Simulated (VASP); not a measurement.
TlBr: vibrations by perturbation theory with PBEsol

Crystal: TlBr.

```
Tl Br
1.0
     3.91453    0.00000    0.00000
     0.00000    3.91453    0.00000
     0.00000    0.00000    3.91453
Tl Br
1 1
Cartesian
  0.0000 0.0000 0.0000
  1.9573 1.9573 1.9573
```

* Program: VASP 6.6.1
* Task: vibrations by perturbation theory
* Functional: PBEsol
* Potentials or basis: VASP PAW PBE potentials, release 64 (Tl_d, Br)
* Cutoff: 500 eV
* k mesh: 6 × 6 × 6
* Occupations: gaussian, width 0.01 eV
* Spin: no spin polarisation
* Dipole correction: no
* Further INCAR settings: ALGO = Normal; EDIFF = 1e-08; IBRION = 8; NSW = 1

| Property | Result |
| --- | --- |
| Highest phonon frequency at Γ, LO-TO splitting left out | 39 cm⁻¹ |

Phonon frequencies in cm⁻¹ (negative: imaginary):
| q point | frequencies |
| --- | --- |
| (0.000, 0.000, 0.000) | 0 0 0 39 39 39 |

Run time: 57 s on 1 thread of Intel(R) Xeon(R) 6975P-C (Granite Rapids), with other jobs on the host, peak memory 0.24 GiB.
